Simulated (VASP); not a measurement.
Input of a VASP 6.6.1 run:

Contents of INCAR:

```
SYSTEM = Bi
PREC = Accurate ; ENCUT = 520
EDIFF = 1E-7 ; ISMEAR = 0
SIGMA = 0.019000000000000003 ; LREAL = .False.
LASPH = .True. ; NELM = 80
ALGO = Fast ; ISIF = 2
LWAVE = .False. ; LCHARG = .False.
GGA = PE ; NBANDS = 14
```

Contents of KPOINTS:

```
Automatic mesh
0
Gamma
  9 9 9
  0 0 0
```

The input POSCAR:

```
Bi
1.0
   -1.9814305318      1.9814305318      1.9814305318
    1.9814305318     -1.9814305318      1.9814305318
    1.9814305318      1.9814305318     -1.9814305318
Bi
1
Direct
    0.0000000000      0.0000000000      0.0000000000
```

Potentials or basis: VASP PAW PBE potentials, release 64 (Bi_d).

Run with:

```console
$ cat potpaw_PBE.64/Bi_d/POTCAR > POTCAR
$ mpirun -np 1 vasp_std > vasp.out
```

Problem. Predict the pressure.

Solution. 0.8 GPa.
